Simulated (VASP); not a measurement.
# CoSi (Pm-3m) in VASP: settings compared

Aim: see how the results for CoSi move with the level of theory and the settings. Levels: PBE, PBEsol-based global hybrid, PBEsol-based screened hybrid, HSE06. Tasks: single point.

All numbers are computed with VASP 6.6.1; they aren't measurements. Logs are shortened: lines on timing, memory, paths and dates and some standing lists are left out, and cuts for length are marked.

## Step 1: The cell of the first run

The structure is cubic, space group Pm-3m (No. 221). The conventional cell has a = 2.744 Å, b = 2.744 Å, c = 2.744 Å, α = 90.00°, β = 90.00°, γ = 90.00°. Co (site symmetry m-3m) has 8 Si at 2.38 Å and 6 Co at 2.74 Å within 3.1 Å. Within 3.1 Å of Si (site symmetry m-3m) lie 8 Co at 2.38 Å and 6 Si at 2.74 Å.

## Step 2: Single point, PBE, collinear spin, ferromagnetic start

Contents of INCAR:

```
ALGO = Normal ; EDIFF = 1E-7
ENCUT = 520 ; GGA = PE
ISIF = 2 ; ISMEAR = -1
ISPIN = 2 ; LASPH = True
LCHARG = False ; LMAXMIX = 4
LORBIT = 11 ; LREAL = False
LWAVE = False ; MAGMOM = 2 0
NBANDS = 18 ; NELM = 150
PREC = Accurate ; SIGMA = 0.05
```

Contents of KPOINTS:

```
k-points
0
Gamma
  10 10 10
```

Contents of POSCAR:

```
CoSi
1.0
    2.7437437974      0.0000000000      0.0000000000
    0.0000000000      2.7437437974      0.0000000000
    0.0000000000      0.0000000000      2.7437437974
Co Si
1 1
Direct
    0.0000000000      0.0000000000      0.0000000000
    0.5000000000      0.5000000000      0.5000000000
```

Potentials or basis: VASP PAW PBE potentials, release 64 (Co, Si).

Command:

```console
cat potpaw_PBE.64/Co/POTCAR potpaw_PBE.64/Si/POTCAR > POTCAR
mpirun -np 1 vasp_std > vasp.out
```

OUTCAR:

```text
EDIFF = 1E-7
   ENCUT = 520
   GGA = PE
   ISIF = 2
   ISMEAR = -1
   ISPIN = 2
   LASPH = True
   LORBIT = 11
   LREAL = False
   NELM = 150
   PREC = Accurate

 ion  position               nearest neighbor table
   1  0.000  0.000  0.000-   2 2.38   2 2.38   2 2.38   2 2.38   2 2.38   2 2.38   2 2.38   2 2.38

   2  0.500  0.500  0.500-   1 2.38   1 2.38   1 2.38   1 2.38   1 2.38   1 2.38   1 2.38   1 2.38

  LATTYP: Found a simple cubic cell.
 ALAT       =     2.7437437974

  Lattice vectors:

 A1 = (   2.7437437974,   0.0000000000,   0.0000000000)
 A2 = (   0.0000000000,   2.7437437974,   0.0000000000)
 A3 = (   0.0000000000,   0.0000000000,   2.7437437974)

Analysis of symmetry for initial positions (statically):
=====================================================================
 Subroutine PRICEL returns:
 Original cell was already a primitive cell.

 Routine SETGRP: Setting up the symmetry group for a
 simple cubic supercell.

 Subroutine GETGRP returns: Found 48 space group operations
 (whereof 48 operations were pure point group operations)
 out of a pool of 48 trial point group operations.

The static configuration has the point symmetry O_h .

Analysis of symmetry for dynamics (positions and initial velocities):
=====================================================================
 Subroutine PRICEL returns:
 Original cell was already a primitive cell.

 Routine SETGRP: Setting up the symmetry group for a
 simple cubic supercell.

 Subroutine GETGRP returns: Found 48 space group operations
 (whereof 48 operations were pure point group operations)
 out of a pool of 48 trial point group operations.

The dynamic configuration has the point symmetry O_h .

Analysis of structural, dynamic, and magnetic symmetry:
=====================================================================
 Subroutine PRICEL returns:
 Original cell was already a primitive cell.

 Routine SETGRP: Setting up the symmetry group for a
 simple cubic supercell.

 Subroutine GETGRP returns: Found 48 space group operations
 (whereof 48 operations were pure point group operations)
 out of a pool of 48 trial point group operations.

The overall configuration has the point symmetry O_h .

 Subroutine INISYM returns: Found 48 space group operations
 (whereof 48 operations are pure point group operations),
 and found     1 'primitive' translations

----------------------------------------------------------------------------------------

                                     Primitive cell

  volume of cell :      20.6553

  direct lattice vectors                    reciprocal lattice vectors
     2.743743797  0.000000000  0.000000000     0.364465516  0.000000000  0.000000000
     0.000000000  2.743743797  0.000000000     0.000000000  0.364465516  0.000000000
     0.000000000  0.000000000  2.743743797     0.000000000  0.000000000  0.364465516

  length of vectors
     2.743743797  2.743743797  2.743743797     0.364465516  0.364465516  0.364465516

  position of ions in fractional coordinates (direct lattice)
     0.000000000  0.000000000  0.000000000
     0.500000000  0.500000000  0.500000000

  ion indices of the primitive-cell ions
   primitive index   ion index
                 1           1
                 2           2

----------------------------------------------------------------------------------------

 KPOINTS: k-points

Automatic generation of k-mesh.
 Grid dimensions read from file:
 generate k-points for:   10   10   10

 Generating k-lattice:

  Cartesian coordinates                     Fractional coordinates (reciprocal lattice)
     0.036446552  0.000000000  0.000000000     0.100000000  0.000000000  0.000000000
     0.000000000  0.036446552  0.000000000     0.000000000  0.100000000  0.000000000
     0.000000000  0.000000000  0.036446552     0.000000000  0.000000000  0.100000000

  Length of vectors
     0.036446552  0.036446552  0.036446552

  Shift w.r.t. Gamma in fractional coordinates (k-lattice)
     0.000000000  0.000000000  0.000000000

 Subroutine IBZKPT returns following result:
 ===========================================

 Found     56 irreducible k-points:

 Following reciprocal coordinates:
            Coordinates               Weight
  0.000000  0.000000  0.000000      1.000000
  0.100000  0.000000  0.000000      6.000000
  0.200000  0.000000  0.000000      6.000000
  0.300000  0.000000  0.000000      6.000000
  0.400000  0.000000  0.000000      6.000000
  0.500000  0.000000  0.000000      3.000000
[... 16 lines left out ...]
  0.200000  0.100000  0.100000     24.000000
  0.300000  0.100000  0.100000     24.000000
 [... further k-points ...]
   k-points           NKPTS =     56   k-points in BZ     NKDIM =     56   number of bands    NBANDS=     18
   number of dos      NEDOS =    301   number of ions     NIONS =      2
   total plane-waves  NPLWV =   8000
   dimension x,y,z NGX =    20 NGY =   20 NGZ =   20
   dimension x,y,z NGXF=    40 NGYF=   40 NGZF=   40
   ions per type =               1   1
   NGX,Y,Z   is equivalent  to a cutoff of  12.12, 12.12, 12.12 a.u.
   NGXF,Y,Z  is equivalent  to a cutoff of  24.24, 24.24, 24.24 a.u.
 SYSTEM =  unknown system
   PREC   = accura    normal or accurate (medium, high low for compatibility)
   ISTART =      0    job   : 0-new  1-cont  2-samecut
   ICHARG =      2    charge: 1-file 2-atom 10-const
   ISPIN  =      2    spin polarized calculation?
   LNONCOLLINEAR =      F non collinear calculations
   LSORBIT =      F    spin-orbit coupling
   LASPH  =      T    aspherical Exc in radial PAW
   ENCUT  =  520.0 eV  38.22 Ry    6.18 a.u.   5.10  5.10  5.10*2*pi/ulx,y,z
   NELM   =    150;   NELMIN=  2; NELMDL= -5     # of ELM steps
   EDIFF  = 0.1E-06   stopping-criterion for ELM
   LREAL  =      F    real-space projection
   EDIFFG = 0.1E-05   stopping-criterion for IOM
   NSW    =      0    number of steps for IOM
   IBRION =     -1    ionic relax: 0-MD 1-quasi-New 2-CG
   NFREE  =      0    steps in history (QN), initial steepest desc. (CG)
   ISIF   =      2    stress and relaxation
   ISYM   =      2    0-nonsym 1-usesym 2-fastsym
   POTIM  = 0.5000    time-step for ionic-motion
   TEBEG  =    0.0;   TEEND  =   0.0 temperature during run
   PSTRESS=    0.0 pullay stress
   NELECT =      13.0000    total number of electrons
   NUPDOWN=      -1.0000    fix difference up-down
   EMIN   =  10.00;   EMAX   =-10.00  energy-range for DOS
   EFERMI =   0.00;   METHOD = LEGACY
   ISMEAR =    -1;   SIGMA  =   0.05  broadening in eV -4-tet -1-fermi 0-gaus
   EFERMI_NEDOS =   21; number of points for ismear=-14 and -15
   IALGO  =     38    algorithm
   IMIX   =      4    mixing-type and parameters
     AMIX     =   0.40;   BMIX     =  1.00
     AMIX_MAG =   1.60;   BMIX_MAG =  1.00
  volume/ion in A,a.u.               =      10.33        69.69
  Fermi-wavevector in a.u.,A,eV,Ry     =   1.402961  2.651213 26.780357  1.968301
  Thomas-Fermi vector in A             =   2.525671
   LORBIT       =     11    0 simple, 1 ext, 2 COOP (PROOUT), +10 PAW based schemes
   GGA     = PE    functional components
   LHFCALC =     F    Hartree Fock is set to
   AEXX    =    0.0000 exact exchange contribution
   IVDW    =     0    specifies the selected vdW correction
   LEPSILON=     F    determine dielectric tensor
   LRPA    =     F    only Hartree local field effects (RPA)
 spin polarized calculation
  energy-cutoff  :      520.00
  volume of cell :       20.66
 maximum number of plane-waves:       587
   NGX = 11   NGY = 11   NGZ = 11

 number of electron      13.0000014 magnetization       0.5184645

 Free energy of the ion-electron system (eV)
  ---------------------------------------------------
  ext. energy  EPLUGINS =         0.00000000
  ---------------------------------------------------
  free energy    TOTEN  =       -13.26416352 eV

  energy without entropy =      -13.24921530  energy(sigma->0) =      -13.25668941

 E-fermi :  13.5433     XC(G=0): -13.1505

 val. band max:       13.5400857159   @ k =   0.5000   0.2000   0.0000
 cond. band min:      13.5491154590   @ k =   0.4000   0.0000   0.0000
 fundamental gap:      0.0090297431
 Fermi energy:        13.5433293369

 spin component 1

 k-point     1 :       0.0000    0.0000    0.0000
  band No.  band energies     occupation
      1      -1.1213      1.00000
      2       9.1641      1.00000
      3       9.1641      1.00000
      4      11.8975      1.00000
      5      11.8975      1.00000
      6      11.8975      1.00000
[... 10 lines left out ...]
     17      37.2933      0.00000
     18      37.2933      0.00000

 k-point     2 :       0.1000    0.0000    0.0000
  band No.  band energies     occupation
      1      -0.9229      1.00000
      2       9.0631      1.00000
      3       9.2318      1.00000
      4      11.7249      1.00000
      5      11.7249      1.00000
      6      11.9126      1.00000
[... 10 lines left out ...]
     17      36.8405      0.00000
     18      38.0044      0.00000

 k-point     3 :       0.2000    0.0000    0.0000
  band No.  band energies     occupation
      1      -0.3349      1.00000
      2       8.5533      1.00000
      3       9.4156      1.00000
      4      11.3397      1.00000
      5      11.3397      1.00000
      6      11.9523      1.00000
[... 412 lines left out ...]
 k-point    23 :       0.2000    0.1000    0.1000
  band No.  band energies     occupation
      1       0.0466      1.00000
      2       8.7199      1.00000
      3       9.3248      1.00000
      4      11.0750      1.00000
      5      11.2048      1.00000
      6      11.6647      1.00000
[... 10 lines left out ...]
     17      36.0597      0.00000
     18      39.2979      0.00000

 k-point    24 :       0.3000    0.1000    0.1000
  band No.  band energies     occupation
      1       0.9800      1.00000
      2       7.5425      1.00000
      3       9.5801      1.00000
      4      10.7676      1.00000
      5      10.8697      1.00000
      6      11.7362      1.00000
[... 10 lines left out ...]
     17      34.6030      0.00000
     18      39.8158      0.00000

 [... further k-points ...]

 spin component 2

 k-point     1 :       0.0000    0.0000    0.0000
  band No.  band energies     occupation
      1      -1.1035      1.00000
      2       9.7166      1.00000
      3       9.7166      1.00000
      4      12.2326      1.00000
      5      12.2326      1.00000
      6      12.2326      1.00000
[... 10 lines left out ...]
     17      37.2746      0.00000
     18      37.2746      0.00000

 k-point     2 :       0.1000    0.0000    0.0000
  band No.  band energies     occupation
      1      -0.9051      1.00000
      2       9.5677      1.00000
      3       9.7923      1.00000
      4      12.0468      1.00000
      5      12.0468      1.00000
      6      12.2483      1.00000
[... 10 lines left out ...]
     17      36.9421      0.00000
     18      38.0148      0.00000

 k-point     3 :       0.2000    0.0000    0.0000
  band No.  band energies     occupation
      1      -0.3170      1.00000
      2       8.8946      1.00000
      3       9.9989      1.00000
      4      11.6392      1.00000
      5      11.6392      1.00000
      6      12.2898      1.00000
[... 412 lines left out ...]
 k-point    23 :       0.2000    0.1000    0.1000
  band No.  band energies     occupation
      1       0.0646      1.00000
      2       9.0637      1.00000
      3       9.8292      1.00000
      4      11.3712      1.00000
      5      11.5389      1.00000
      6      12.0000      1.00000
[... 10 lines left out ...]
     17      36.1363      0.00000
     18      39.3784      0.00000

 k-point    24 :       0.3000    0.1000    0.1000
  band No.  band energies     occupation
      1       0.9987      1.00000
      2       7.7056      1.00000
      3      10.0853      1.00000
      4      11.1259      1.00000
      5      11.1731      1.00000
      6      12.0722      1.00000
[... 10 lines left out ...]
     17      34.6686      0.00000
     18      39.8935      0.00000

 [... further k-points ...]

------------------------ aborting loop because EDIFF is reached ----------------------------------------

  FORCE on cell =-STRESS in cart. coord.  units (eV):
  Direction    XX          YY          ZZ          XY          YZ          ZX
  --------------------------------------------------------------------------------------
  -------------------------------------------------------------------------------------
  Total        1.3005194      1.3005194      1.3005194     -0.0000000      0.0000000     -0.0000000
  in kB      100.8780675    100.8780675    100.8780675     -0.0000000      0.0000000     -0.0000000
  external PRESSURE =     100.8780675 kB  Pullay stress =       0.0000000 kB

 VOLUME and BASIS-vectors are now :
 -----------------------------------------------------------------------------
  energy-cutoff  :      520.00
  volume of cell :       20.66
      direct lattice vectors                 reciprocal lattice vectors
     2.743743797  0.000000000  0.000000000     0.364465516  0.000000000  0.000000000
     0.000000000  2.743743797  0.000000000     0.000000000  0.364465516  0.000000000
     0.000000000  0.000000000  2.743743797     0.000000000  0.000000000  0.364465516

 POSITION                                       TOTAL-FORCE (eV/Angst)
 -----------------------------------------------------------------------------------
      0.00000      0.00000      0.00000         0.000000      0.000000      0.000000
      1.37187      1.37187      1.37187         0.000000      0.000000      0.000000
 -----------------------------------------------------------------------------------
    total drift:                               -0.000000      0.000000      0.000000

  FREE ENERGIE OF THE ION-ELECTRON SYSTEM (eV)
  ---------------------------------------------------
  free  energy   TOTEN  =       -13.2641635236 eV

  energy  without entropy=      -13.2492153033  energy(sigma->0) =      -13.25668941

 total charge

# of ion       s       p       d       tot
------------------------------------------
    1        0.457   0.633   7.623   8.713
    2        0.707   0.893   0.000   1.599
--------------------------------------------------
tot          1.164   1.525   7.623  10.312

 magnetization (x)

# of ion       s       p       d       tot
------------------------------------------
    1        0.008   0.002   0.504   0.513
    2        0.002   0.013   0.000   0.015
--------------------------------------------------
tot          0.009   0.015   0.504   0.528
```

It took 34 s on 1 thread of Intel Xeon 6975P-C, shared host; peak memory 0.15 GiB.

Results:

* Free energy: -13.2642 eV
* Pressure: 10.1 GPa
* Net moment: 0.52 μB per cell
* Site moments: Co +0.51; Si +0.01 μB
* Valence electrons inside the program's atomic spheres: Co 8.71; Si 1.60

Levels at points of the mesh, in eV from the Fermi level:
Spin up:
| k point | band 3 | band 4 | band 5 | band 6 | band 7 | band 8 | band 9 | band 10 | band 11 | band 12 |
| --- | --- | --- | --- | --- | --- | --- | --- | --- | --- | --- |
| (0.00, 0.00, 0.00) | -4.38 | -1.65 | -1.65 | -1.65 | 3.07 | 3.07 | 3.07 | 7.50 | 7.50 | 12.73 |
| (0.50, 0.00, 0.00) | -3.59 | -2.96 | -2.96 | -1.49 | -0.75 | 6.57 | 8.38 | 8.38 | 9.55 | 9.55 |
| (0.50, 0.50, 0.00) | -5.49 | -4.42 | -2.50 | -2.50 | -1.09 | 1.52 | 1.75 | 8.38 | 13.74 | 14.79 |
| (0.50, 0.50, 0.50) | -6.27 | -1.47 | -1.05 | -1.05 | 1.20 | 1.20 | 1.20 | 3.58 | 3.58 | 3.58 |
Spin down:
```csv
k point,band 4,band 5,band 6,band 7,band 8,band 9
"(0.00, 0.00, 0.00)",-1.31,-1.31,-1.31,3.09,3.09,3.09
"(0.50, 0.00, 0.00)",-2.69,-2.69,-1.14,0.05,6.57,8.47
"(0.50, 0.50, 0.00)",-4.02,-2.20,-2.20,-0.24,1.80,2.22
"(0.50, 0.50, 0.50)",-1.45,-0.19,-0.19,1.22,1.22,1.22
```

## Step 3: Single point, PBE, collinear spin, ferromagnetic start

This run uses another cell than the first one, of 10.54 Å³/atom, 1.021 times its volume.

Contents of INCAR:

```
PREC = Accurate
ENCUT = 520
EDIFF = 1E-6
ISMEAR = -1
SIGMA = 0.05
LREAL = F
LASPH = T
NELM = 150
ALGO = Normal
ISIF = 2
LWAVE = F
LCHARG = F
ISPIN = 2
MAGMOM = 2 0
LORBIT = 11
LMAXMIX = 4
GGA = PE
NBANDS = 18
```

Contents of KPOINTS:

```
Automatic mesh
0
Gamma
  10 10 10
```

Contents of POSCAR:

```
CoSi
1.0
    2.7626667664      0.0000000000      0.0000000000
    0.0000000000      2.7626667664      0.0000000000
    0.0000000000      0.0000000000      2.7626667664
Co Si
1 1
Direct
    0.0000000000      0.0000000000      0.0000000000
    0.5000000000      0.5000000000      0.5000000000
```

Potentials or basis: VASP PAW PBE potentials, release 64 (Co, Si).

Command:

```console
cat potpaw_PBE.64/Co/POTCAR potpaw_PBE.64/Si/POTCAR > POTCAR
mpirun -np 1 vasp_std > vasp.out
```

It took 35 s on 1 thread of Intel Xeon 6975P-C, shared host; peak memory 0.17 GiB.

The run converged. Its results:

- Free energy: -13.2845 eV
- Pressure: 5.2 GPa
- Net moment: 0.53 μB per cell
- Site moments: Co +0.53; Si +0.01 μB
- Valence electrons inside the program's atomic spheres: Co 8.66; Si 1.59

Levels at points of the mesh, in eV from the Fermi level:
Spin up:
| k point | band 5 | band 6 | band 7 | band 8 | band 9 | band 10 |
| --- | --- | --- | --- | --- | --- | --- |
| (0.00, 0.00, 0.00) | -1.62 | -1.62 | 3.01 | 3.01 | 3.01 | 7.44 |
| (0.50, 0.00, 0.00) | -2.90 | -1.47 | -0.77 | 6.60 | 8.19 | 8.19 |
| (0.50, 0.50, 0.00) | -2.44 | -2.44 | -1.10 | 1.41 | 1.70 | 8.21 |
| (0.50, 0.50, 0.50) | -1.05 | -1.05 | 1.23 | 1.23 | 1.23 | 3.48 |
Spin down:
| k point | band 2 | band 3 | band 4 | band 5 | band 6 | band 7 | band 8 | band 9 | band 10 | band 11 |
| --- | --- | --- | --- | --- | --- | --- | --- | --- | --- | --- |
| (0.00, 0.00, 0.00) | -3.70 | -3.70 | -1.27 | -1.27 | -1.27 | 3.03 | 3.03 | 3.03 | 7.71 | 7.71 |
| (0.50, 0.00, 0.00) | -8.96 | -2.83 | -2.62 | -2.62 | -1.11 | 0.05 | 6.60 | 8.28 | 8.28 | 9.51 |
| (0.50, 0.50, 0.00) | -5.38 | -5.38 | -3.91 | -2.13 | -2.13 | -0.22 | 1.71 | 2.17 | 8.22 | 13.60 |
| (0.50, 0.50, 0.50) | -6.00 | -6.00 | -1.58 | -0.17 | -0.17 | 1.26 | 1.26 | 1.26 | 3.72 | 3.72 |

## Step 4: Single point, PBEsol-based global hybrid, collinear spin, ferromagnetic start

This run uses another cell than the first one, of 10.37 Å³/atom, 1.004 times its volume.

Contents of POSCAR:

```
CoSi
1.0
    2.7471670662      0.0000000000      0.0000000000
    0.0000000000      2.7471670662      0.0000000000
    0.0000000000      0.0000000000      2.7471670662
Co Si
1 1
Direct
    0.0000000000      0.0000000000      0.0000000000
    0.5000000000      0.5000000000      0.5000000000
```

Contents of INCAR.step1:

```
PREC = Accurate
ENCUT = 520
EDIFF = 1E-5
ISMEAR = -1
SIGMA = 0.05
LREAL = F
LASPH = T
NELM = 150
ALGO = Normal
ISIF = 2
LWAVE = T
LCHARG = F
ISPIN = 2
MAGMOM = 2 0
LORBIT = 11
LMAXMIX = 4
GGA = PE
NBANDS = 18
```

Contents of INCAR.step2:

```
PREC = Accurate
ENCUT = 520
EDIFF = 1E-6
ISMEAR = -1
SIGMA = 0.05
LREAL = F
LASPH = T
NELM = 150
ALGO = Normal
ISIF = 2
LWAVE = F
LCHARG = F
ISPIN = 2
MAGMOM = 2 0
LORBIT = 11
LMAXMIX = 4
GGA = PS
LHFCALC = T
AEXX = 0.25
PRECFOCK = Normal
ISTART = 1
NBANDS = 18
```

Contents of KPOINTS:

```
Automatic mesh
0
Gamma
  5 5 5
```

Command:

```console
cat potpaw_PBE.64/Co/POTCAR potpaw_PBE.64/Si/POTCAR > POTCAR
cp INCAR.step1 INCAR
mpirun -np 1 vasp_std > vasp.out
cp INCAR.step2 INCAR
mpirun -np 1 vasp_std > vasp.out
```

Run time: 12 min. Hardware: 1 thread of Intel Xeon Platinum 8259CL at 2.50GHz (Skylake/Cascade Lake), shared host; peak memory 0.14 GiB.

It converged, with:

* Free energy: -18.3253 eV
* Pressure: 0.2 GPa
* Net moment: 0.87 μB per cell
* Site moments: Co +0.95; Si +0.02 μB
* Valence electrons inside the program's atomic spheres: Co 8.74; Si 1.63

Levels at points of the mesh, in eV from the Fermi level:
Spin up:
```csv
k point,band 3,band 4,band 5,band 6,band 7,band 8,band 9,band 10,band 11,band 12
"(0.00, 0.00, 0.00)",-8.21,-4.87,-4.87,-4.87,2.72,2.72,2.72,7.10,7.10,13.09
```
Spin down:
| k point | band 4 | band 5 | band 6 | band 7 | band 8 | band 9 |
| --- | --- | --- | --- | --- | --- | --- |
| (0.00, 0.00, 0.00) | -3.99 | -3.99 | -3.99 | 2.75 | 2.75 | 2.75 |

Caveat: the k points lie up to 0.46 Å⁻¹ apart; the PAW data sets were made with another functional, which shifts forces and pressure a little.

[end of part 1 of 2]
